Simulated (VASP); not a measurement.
Wanted: the native input for a VASP 6.6.1 run.

```yaml
Task: single point
Functional: PBE
Potentials_or_basis: VASP PAW PBE potentials, release 64 (Cu)
Cutoff: 520 eV
k_mesh: 26 × 26 × 26
Occupations: gaussian, width 0.1 eV
Spin: no spin polarisation
Dipole_correction: no
Further_INCAR_settings: ALGO = Normal; EDIFF = 1e-06; NBANDS = 12
```

The structure of Cu lies in POSCAR:

```
Cu
1.0
    0.0000000000      1.8328072715      1.8328072715
    1.8328072715      0.0000000000      1.8328072715
    1.8328072715      1.8328072715      0.0000000000
Cu
1
Direct
    0.5000000000      0.5000000000      0.5000000000
```

These files were run (other wordings do the same):

INCAR

```
SYSTEM = Cu
PREC = Accurate ; ENCUT = 520
EDIFF = 1E-6 ; ISMEAR = 0
SIGMA = 0.1 ; LREAL = .False.
LASPH = .True. ; NELM = 60
ALGO = Normal ; ISIF = 2
LWAVE = .False. ; LCHARG = .True.
GGA = PE ; LELF = .True.
LVHAR = .True. ; NBANDS = 12
```

KPOINTS

```
Automatic mesh
0
Gamma
  26 26 26
  0 0 0
```

Potentials or basis: VASP PAW PBE potentials, release 64 (Cu).

The run is started by

```sh
$ cat potpaw_PBE.64/Cu/POTCAR > POTCAR
$ mpirun -np 1 vasp_std > vasp.out
```

Results of the run:

```yaml
Pressure: -3.3 GPa
Band_gap_on_the_k_mesh: zero (an odd number of electrons rules out a gap without spin polarisation)
```

Caveat: the cell stands under tension.

Wall time 100 s on 1 thread of Intel Xeon 8259CL, on a shared host, peak memory 0.18 GiB.
